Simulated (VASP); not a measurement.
# Ir: single point with r2SCAN

Crystal: Ir.

```
CELL_PARAMETERS angstrom
3.94347 0.00000 0.00000
-1.97173 3.41514 0.00000
0.00000 0.00000 6.30244
ATOMIC_POSITIONS crystal
Ir 0.33333 0.66667 0.05936
Ir 0.66667 0.33333 0.55936
Ir 0.33333 0.66667 0.44064
Ir 0.66667 0.33333 0.94064
```

```
Program                : VASP 6.6.1
Task                   : single point
Functional             : r2SCAN
Potentials or basis    : VASP PAW PBE potentials, release 64 (Ir)
Cutoff                 : 520 eV
k mesh                 : 6 × 6 × 4
Occupations            : gaussian, width 0.1 eV
Spin                   : no spin polarisation
Dipole correction      : no
Further INCAR settings : ALGO = Normal; EDIFF = 1e-06; NBANDS = 26
```

The pressure is 0.3 GPa, the largest force is 0.014 eV/Å and the band gap on the k mesh is zero (band 18 reaches 5.51 eV, above the bottom of band 19 at 5.03 eV).

Forces on the atoms (eV/Å):
```
Ir   0.000  0.000  0.014
Ir   0.000  0.000  0.014
Ir   0.000  0.000 -0.014
Ir   0.000  0.000 -0.014
```

Levels at points of the mesh, in eV from the Fermi level:
| k point | band 14 | band 15 | band 16 | band 17 | band 18 | band 19 | band 20 | band 21 | band 22 | band 23 |
| --- | --- | --- | --- | --- | --- | --- | --- | --- | --- | --- |
| (0.00, 0.00, 0.00) | -2.25 | -1.88 | -1.34 | -1.34 | -1.34 | 0.19 | 0.19 | 0.92 | 0.92 | 1.97 |
| (0.50, 0.00, 0.00) | -2.51 | -1.81 | -1.46 | -0.91 | -0.17 | 0.87 | 0.88 | 0.95 | 1.29 | 2.58 |
| (0.00, 0.00, 0.50) | -2.47 | -1.68 | -1.68 | -1.68 | -1.68 | 0.56 | 0.56 | 0.56 | 0.56 | 6.16 |
| (0.50, 0.00, 0.50) | -2.99 | -1.43 | -1.43 | 0.05 | 0.05 | 0.33 | 0.33 | 0.58 | 0.58 | 1.95 |

Wall time 91 s on 1 thread of AMD EPYC 9R45 (Zen 5) (shared host), peak memory 0.19 GiB.

Caveat: the PAW data sets were made with another functional, which shifts forces and pressure a little; spin-orbit coupling is left out, which moves the levels of the heavy elements.
